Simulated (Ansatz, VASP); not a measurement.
**One calculation of Ga2Te3Pd, two programs**

```
Ga Te Pd
1.0
     7.02350    0.00000    0.00000
    -3.51175    6.08253    0.00000
     0.00000    0.00000    4.08237
Ga Te Pd
2 3 1
Direct
  0.00000 0.00000 0.00000
  0.66667 0.33333 0.50000
  0.49150 0.50850 0.00000
  0.49150 0.98301 0.00000
  0.01699 0.50850 0.00000
  0.33333 0.66667 0.50000
```

Alike in both runs: functional PBE; k mesh 3 × 3 × 4; occupations gaussian, width 0.1 eV; no spin polarisation.

Ansatz relaxed the structure, and its values are those at the end. VASP's run is a single point on that final structure, the one shown.

|  | VASP | Ansatz |
| --- | --- | --- |
| version | VASP 6.6.1 | Ansatz 0.2.0 |
| potentials or method | VASP PAW PBE potentials, release 64 (Ga_d, Te, Pd), cutoff 520 eV | scalar-relativistic, plane waves, PAW |
| valence electrons in the cell | 54 | 92 |

|  | VASP | Ansatz | Ansatz less VASP |
| --- | --- | --- | --- |
| gap on the k mesh at the Fermi level (eV) | none | none | - |
| pressure (GPa) | -0.1 | 0.0 | +0.03 |
| rms of the force components (eV/Å) | 0.004 | 0.001 | -0.0038 |

A gap of «none» marks a metal or a gap that the smearing closes. The functional is the same, so the differences come from potentials, cutoffs and numerics. VASP's potentials hold 54 valence electrons a cell and Ansatz's 92, so a difference there can come from the potentials and not from the codes.

The k mesh is coarse, so the values compare programs but aren't converged. Spin-orbit coupling is off throughout.
